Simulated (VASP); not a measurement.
The system is V.

```
V
1.0
    -1.48344    1.48344    1.48344
     1.48344   -1.48344    1.48344
     1.48344    1.48344   -1.48344
V
1
Direct
  0.00000 0.00000 0.00000
```

Base run:

```yaml
Program: VASP 6.6.1
Functional: revPBE
Dispersion: D3(BJ)
Potentials_or_basis: VASP PAW PBE potentials, release 64 (V_sv)
Cutoff: 520 eV
k_mesh: 12 × 12 × 12
Occupations: fermi-dirac, width 0.05 eV
Spin: collinear spin, ferromagnetic start
Starting_moments: "[2.0] μB"
```

Its results: pressure -7.6 GPa; net moment 0.00 μB per cell.

**Question.** The run is repeated on the same cell with these changes: functional from revPBE to r2SCAN; dispersion from D3(BJ) to none. What comes out?

**Answer.** Pressure 3.9 GPa; net moment 0.00 μB per cell.

Several settings changed at once, so the effect can't be laid on one alone.

Caveats: the PAW data sets were made with another functional, which shifts forces and pressure a little; pairwise dispersion overbinds metals, which lowers pressure and volume (some runs).
